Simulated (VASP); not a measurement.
A run of VASP 6.6.1:

The input INCAR:

```
SYSTEM = SnO
PREC = Accurate ; ENCUT = 520
EDIFF = 1E-6 ; ISMEAR = 0
SIGMA = 0.05 ; LREAL = .FALSE.
LASPH = .TRUE. ; NELM = 60
ALGO = Normal ; ISIF = 2
LWAVE = .FALSE. ; LCHARG = .FALSE.
GGA = PE ; NBANDS = 28
```

File KPOINTS:

```
regular mesh
0
G
  10 10 8
  0 0 0
```

Contents of POSCAR:

```
SnO
1.0
    3.8681707514      0.0000000000      0.0000000000
    0.0000000000      3.8681707514      0.0000000000
    0.0000000000      0.0000000000      5.0672768981
Sn O
2 2
Direct
    0.0000000000      0.5000000000      0.2287361932
    0.5000000000      0.0000000000      0.7712638068
    0.0000000000      0.0000000000      0.0177610188
    0.5000000000      0.5000000000     -0.0177610188
```

Potentials or basis: VASP PAW PBE potentials, release 64 (Sn_d, O).

Launch:

```sh
$ cat potpaw_PBE.64/Sn_d/POTCAR potpaw_PBE.64/O/POTCAR > POTCAR
$ mpirun -np 1 vasp_std > vasp.out
```

Hardware: 1 thread of Intel Xeon 8259CL, with other jobs on the host.

Task: Estimate the wall time of this run.

Result: Wall time 8.2 min on 1 thread of Intel Xeon 8259CL (shared host), peak memory 0.41 GiB. Counts: scf iterations 14, k points 180.
